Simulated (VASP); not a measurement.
Input of a VASP 6.6.1 run:

Contents of INCAR:

```
SYSTEM = SnO2
PREC = Accurate
ENCUT = 520
EDIFF = 1E-6
ISMEAR = 0
SIGMA = 0.05
LREAL = .FALSE.
LASPH = .TRUE.
NELM = 100
ALGO = Normal
ISIF = 2
LWAVE = .FALSE.
LCHARG = .TRUE.
GGA = PE
LELF = .TRUE.
LVHAR = .TRUE.
NBANDS = 64
```

File KPOINTS:

```
Automatic mesh
0
G
  6 6 6
  0 0 0
```

Contents of POSCAR:

```
SnO2
1.0
    4.8548357832      0.0000000000      0.0000000000
    0.0000000000      5.6700875759      0.0000000000
    0.0000000000      0.0000000000      5.3769145338
Sn O
4 8
Direct
    0.5000000000      0.6651654903      0.7500000000
    0.0000000000      0.8348345097      0.2500000000
    0.5000000000      0.3348345097      0.2500000000
    0.0000000000      0.1651654903      0.7500000000
    0.7301204269      0.6070551965      0.0781681516
    0.2301204269      0.8929448035      0.9218318484
    0.7698795731      0.8929448035      0.5781681516
    0.2698795731      0.6070551965      0.4218318484
    0.7301204269      0.3929448035      0.5781681516
    0.2301204269      0.1070551965      0.4218318484
    0.7698795731      0.1070551965      0.0781681516
    0.2698795731      0.3929448035      0.9218318484
```

Potentials or basis: VASP PAW PBE potentials, release 64 (Sn_d, O).

Command:

```console
$ cat potpaw_PBE.64/Sn_d/POTCAR potpaw_PBE.64/O/POTCAR > POTCAR
$ mpirun -np 1 vasp_std > vasp.out
```

Q: Estimate the band gap on the k mesh.

A: 0.88 eV (least direct gap 0.92 eV).

Q: Predict the largest force.

A: 0.136 eV/Å.

Forces in eV/Å, atoms in the order of the input:
```
Sn   0.000  0.057  0.000
Sn   0.000 -0.057  0.000
Sn   0.000 -0.057  0.000
Sn   0.000  0.057  0.000
O   -0.098 -0.032 -0.089
O   -0.098  0.032  0.089
O    0.098  0.032 -0.089
O    0.098 -0.032  0.089
O   -0.098  0.032 -0.089
O   -0.098 -0.032  0.089
O    0.098 -0.032 -0.089
O    0.098  0.032  0.089
```

Caveat: spin-orbit coupling is left out, which moves the levels of the heavy elements. A k mesh can miss the band edges.
